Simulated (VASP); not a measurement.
# AlNi3 (P1) in VASP: a series of runs, part 2 of 2

VASP 6.6.1. Earlier steps stand in the parts before.

## (5) Single point, r2SCAN

POSCAR reads:

```
AlNi3
1.0
    0.0091803197      2.8086990902      2.8014686452
    2.8035150590      0.0061289969      2.8045199680
    2.8105818206      2.8188171747     -0.0009377647
Al Ni
1 3
Direct
    0.5179937806      0.4754529908      0.4812022906
    0.2347094222      0.2129657574      0.2359009799
    0.0527018359     -0.0376585175      0.0301498793
    0.7728995969      0.7206613382      0.8016672262
```

INCAR.step1 reads:

```
PREC = Accurate
ENCUT = 660
ISMEAR = 0
SIGMA = 0.1
LREAL = F
LASPH = T
NELM = 120
NBANDS = 24
GGA = PE
ALGO = Normal
EDIFF = 1E-5
LWAVE = T
LCHARG = F
GGA_COMPAT = F
```

INCAR.step2 reads:

```
PREC = Accurate
ENCUT = 660
EDIFF = 1E-6
ISMEAR = 0
SIGMA = 0.1
LREAL = F
LASPH = T
NELM = 120
ALGO = Normal
ISIF = 2
LWAVE = F
LCHARG = F
METAGGA = R2SCAN
LMIXTAU = T
NBANDS = 24
ISTART = 1
GGA_COMPAT = F
```

KPOINTS reads:

```
Automatic mesh
0
Gamma
  6 6 6
```

Potentials or basis: VASP PAW PBE potentials, release 64 (Al, Ni).

On the command line:

```
cat potpaw_PBE.64/Al/POTCAR potpaw_PBE.64/Ni/POTCAR > POTCAR
cp INCAR.step1 INCAR
mpirun -np 1 vasp_std > vasp.out
cp INCAR.step2 INCAR
mpirun -np 1 vasp_std > vasp.out
```

OUTCAR:

```text
PREC = Accurate
   ENCUT = 660
   EDIFF = 1E-6
   ISMEAR = 0
   LREAL = F
   LASPH = T
   NELM = 120
   ISIF = 2
   METAGGA = R2SCAN
   ISTART = 1

 ion  position               nearest neighbor table
   1  0.518  0.475  0.481-   4 2.21   2 2.32   2 2.39   4 2.42   2 2.45   4 2.46   2 2.57   3 2.58
                             4 2.67   3 2.71   3 2.76   3 2.88   3 2.91   3 3.05
   2  0.235  0.213  0.236-   3 2.08   1 2.32   1 2.39   1 2.45   3 2.46   4 2.53   1 2.57   3 2.61
                             4 2.61   3 2.66   4 2.70   4 2.95   4 3.03
   3  0.053  0.962  0.030-   2 2.08   4 2.33   4 2.44   2 2.46   4 2.46   4 2.51   1 2.58   2 2.61
                             2 2.66   1 2.71   1 2.76   1 2.88   1 2.91   1 3.05
   4  0.773  0.721  0.802-   1 2.21   3 2.33   1 2.42   3 2.44   3 2.46   1 2.46   3 2.51   2 2.53
                             2 2.61   1 2.67   2 2.70   2 2.95   2 3.03

  LATTYP: Found a triclinic cell.
 ALAT       =     3.9670015664
 B/A-ratio  =     0.9996175526
 C/A-ratio  =     0.9988661435
 COS(alpha) =     0.0003545688
 COS(beta)  =     0.4959977987
 COS(gamma) =     0.5021730876

  Lattice vectors:

 A1 = (  -0.0091803197,  -2.8086990902,  -2.8014686452)
[... 183 lines left out ...]

 val. band max:        9.7314896173   @ k =   0.1667   0.1667   0.5000
 cond. band min:       9.7490045785   @ k =  -0.1667   0.3333   0.3333
 fundamental gap:      0.0175149612
 Fermi energy:         9.7406968188

 k-point     1 :       0.0000    0.0000    0.0000
  band No.  band energies     occupation
      1      -0.9133      2.00000
      2       5.6205      2.00000
      3       5.7627      2.00000
      4       6.0534      2.00000
      5       6.2166      2.00000
      6       6.2835      2.00000
[... 637 lines left out ...]
     23      19.4635      0.00000
     24      20.2285      0.00000

 [... further k-points ...]

------------------------ aborting loop because EDIFF is reached ----------------------------------------

  FORCE on cell =-STRESS in cart. coord.  units (eV):
  Direction    XX          YY          ZZ          XY          YZ          ZX
  --------------------------------------------------------------------------------------
  -------------------------------------------------------------------------------------
  Total        2.5882423      2.4245338      2.2688539      1.1335631      1.2678020      0.8098328
  in kB       93.8948805     87.9559488     82.3082789     41.1228006     45.9926479     29.3786841
  external PRESSURE =      88.0530361 kB  Pullay stress =       0.0000000 kB

 VOLUME and BASIS-vectors are now :
 -----------------------------------------------------------------------------
  energy-cutoff  :      660.00
  volume of cell :       44.16
      direct lattice vectors                 reciprocal lattice vectors
     0.009180320  2.808699090  2.801468645    -0.178999642  0.178536081  0.178545330
     2.803515059  0.006128997  2.804519968     0.178864398 -0.178282565  0.178156571
     2.810581821  2.818817175 -0.000937765     0.177968219  0.177251142 -0.178291814

 POSITION                                       TOTAL-FORCE (eV/Angst)
 -----------------------------------------------------------------------------------
      2.69015      2.81422      2.78411         1.012470      0.979734     -0.967015
      1.26223      1.32550      1.25458         1.836118      2.382024      2.332532
      2.78316      0.23891      2.84652        -1.543035     -2.419860     -2.094671
      4.28063      4.43501      4.18561        -1.305553     -0.941898      0.729154
 -----------------------------------------------------------------------------------
    total drift:                                0.000837      0.000377      0.000028

  FREE ENERGIE OF THE ION-ELECTRON SYSTEM (eV)
  ---------------------------------------------------
  free  energy   TOTEN  =       -43.2915049149 eV

  energy  without entropy=      -43.2813362307  energy(sigma->0) =      -43.28642057
```

OSZICAR.step1:

```text
N       E                     dE             d eps       ncg     rms          rms(c)
DAV:   1     0.206696125171E+03    0.20670E+03   -0.16339E+04  5376   0.211E+03
DAV:   2    -0.140040042309E+02   -0.22070E+03   -0.20783E+03  5408   0.352E+02
DAV:   3    -0.242102875895E+02   -0.10206E+02   -0.97813E+01  6408   0.103E+02
DAV:   4    -0.243573197195E+02   -0.14703E+00   -0.14694E+00  6400   0.107E+01
DAV:   5    -0.243629162680E+02   -0.55965E-02   -0.55964E-02  6936   0.194E+00    0.188E+01
DAV:   6    -0.244469503271E+02   -0.84034E-01   -0.33352E+01  6296   0.108E+02    0.179E+01
DAV:   7    -0.213662535015E+02    0.30807E+01   -0.10794E+01  6296   0.976E+01    0.975E+00
DAV:   8    -0.210738873822E+02    0.29237E+00   -0.29720E+00  6200   0.561E+01    0.497E+00
DAV:   9    -0.209474488423E+02    0.12644E+00   -0.54754E-01  7336   0.234E+01    0.270E+00
DAV:  10    -0.209099104183E+02    0.37538E-01   -0.14385E-01  6608   0.149E+01    0.135E+00
DAV:  11    -0.208930434795E+02    0.16867E-01   -0.45629E-02  6704   0.548E+00    0.267E-01
DAV:  12    -0.208931927489E+02   -0.14927E-03   -0.82275E-03  6592   0.141E+00    0.130E-01
DAV:  13    -0.208931185654E+02    0.74183E-04   -0.53817E-04  6888   0.624E-01    0.502E-02
DAV:  14    -0.208931194763E+02   -0.91084E-06   -0.11059E-04  6952   0.239E-01    0.206E-02
DAV:  15    -0.208931158328E+02    0.36435E-05   -0.16211E-05  3024   0.933E-02
   1 F= -.20893116E+02 E0= -.20887726E+02  d E =-.107787E-01
```

Wall time 8.7 min (1 thread of Intel Xeon Platinum 8488C (Sapphire Rapids), shared host); peak memory 0.3 GiB.

Results:

```yaml
Free_energy: -43.2915 eV
Pressure: 8.8 GPa
Largest_force: 3.806 eV/Å
Band_gap_on_the_k_mesh: zero (an odd number of electrons rules out a gap without spin polarisation)
```

Forces in eV/Å, atoms in the order of the input:
```
Al   1.012  0.980 -0.967
Ni   1.836  2.382  2.333
Ni  -1.543 -2.420 -2.095
Ni  -1.306 -0.942  0.729
```

Levels at points of the mesh, in eV from the Fermi level:
| k point | band 12 | band 13 | band 14 | band 15 | band 16 | band 17 | band 18 | band 19 | band 20 | band 21 |
| --- | --- | --- | --- | --- | --- | --- | --- | --- | --- | --- |
| (0.00, 0.00, 0.00) | -0.92 | -0.89 | -0.67 | -0.61 | -0.59 | 5.33 | 5.48 | 5.72 | 6.10 | 6.27 |
| (0.50, 0.00, 0.00) | -1.56 | -1.03 | -0.65 | -0.59 | -0.50 | -0.17 | 3.71 | 4.03 | 5.32 | 5.37 |
| (0.00, 0.50, 0.00) | -1.52 | -0.90 | -0.68 | -0.61 | -0.38 | -0.09 | 3.57 | 4.11 | 5.33 | 5.49 |
| (0.50, 0.50, 0.00) | -1.20 | -0.91 | -0.70 | -0.70 | -0.58 | -0.37 | -0.14 | 0.23 | 4.23 | 4.79 |
| (0.00, 0.00, 0.50) | -1.63 | -1.07 | -0.67 | -0.63 | -0.59 | -0.27 | 3.95 | 4.09 | 5.19 | 5.45 |
| (0.50, 0.00, 0.50) | -1.11 | -0.94 | -0.79 | -0.71 | -0.66 | -0.42 | -0.23 | 0.14 | 4.42 | 4.87 |
| (0.00, 0.50, 0.50) | -1.17 | -0.94 | -0.77 | -0.72 | -0.41 | -0.28 | -0.11 | 0.17 | 4.29 | 4.74 |
| (0.50, 0.50, 0.50) | -1.43 | -0.69 | -0.68 | -0.39 | -0.19 | 0.06 | 3.90 | 4.38 | 5.07 | 5.43 |

Caveat: the cell stands under pressure; the PAW data sets were made with another functional, which shifts forces and pressure a little.

## (6) The runs side by side

```csv
k mesh,gap on the mesh (eV),pressure (GPa),largest force (eV/Å)
1 × 1 × 1,none,10.0,2.29
2 × 2 × 2,none,9.0,3.17
4 × 4 × 4,none,8.7,3.76
6 × 6 × 6,none,8.8,3.81
```

Alike in all rows: task single point; level r2SCAN; potentials or basis VASP PAW PBE potentials, release 64 (Al, Ni); no spin polarisation; cell as given; cutoff (eV) 660; smearing gaussian 0.1 eV.

Caveats: some runs use coarse meshes; the PAW data sets were made with another functional, which shifts forces and pressure a little; the cell stands under pressure (at least some runs).

Total energies depend on the potentials used, so only differences within one code and one set of settings carry meaning.

The gap in the log of VASP goes by the Fermi energy; the results here count the filled bands.